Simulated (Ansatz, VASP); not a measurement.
Two plane-wave programs on Mo

File INCAR:

```
SYSTEM = Mo
ALGO = Normal
EDIFF = 1E-7
ENCUT = 520
GGA = PE
ISIF = 2
ISMEAR = 0
LASPH = .True.
LCHARG = .False.
LREAL = .False.
LWAVE = .False.
NBANDS = 13
NELM = 80
PREC = Accurate
SIGMA = 0.1
```

File KPOINTS:

```
k-points
0
Gamma
  18 18 16
  0 0 0
```

File POSCAR:

```
Mo
1.0
    2.8737357376      0.0000000000      0.0000000000
   -1.4368678688      2.4887281525      0.0000000000
    0.0000000000      0.0000000000      2.5309831388
Mo
1
Direct
    0.0000000000      0.0000000000      0.5000000000
```

Input for Ansatz:

```yaml
crystal:
  lattice:
    - [2.8737357376, 0.0, 0.0]
    - [-1.4368678688, 2.4887281525, 0.0]
    - [0.0, 0.0, 2.5309831388]
  atoms:
    - { symbol: Mo, position: [0.0, 0.0, 0.5] }
basis:
  ecutwfc: 420
kpoints:
  mp_grid: { grid: [18, 18, 16] }
hamiltonian:
  xc: pbe
scf:
  occupations: { method: gaussian, width: 0.1 }
output:
  forces: true
  stress: true
  eigenvalues: true
  populations: true
```

Alike in both runs: task single point; functional PBE; k mesh 18 × 18 × 16; occupations gaussian, width 0.1 eV; no spin polarisation.

|  | VASP | Ansatz |
| --- | --- | --- |
| version | VASP 6.6.1 | Ansatz 0.2.0 |
| potentials or method | VASP PAW PBE potentials, release 64 (Mo_sv), cutoff 520 eV | scalar-relativistic, plane waves, PAW |
| valence electrons in the cell | 14 | 14 |

VASP gave:

* gap on the k mesh at the Fermi level (eV): none
* pressure (GPa): -12.8
* traceless stress, the component that is largest in VASP (GPa): 3.86

Q: Estimate Ansatz's values.

A: gap on the k mesh at the Fermi level (eV): none; pressure (GPa): -13.2; traceless stress, the component that is largest in VASP (GPa): 3.64.

A gap of «none» marks a metal or a gap that the smearing closes. The functional is the same, so the differences come from potentials, cutoffs and numerics.
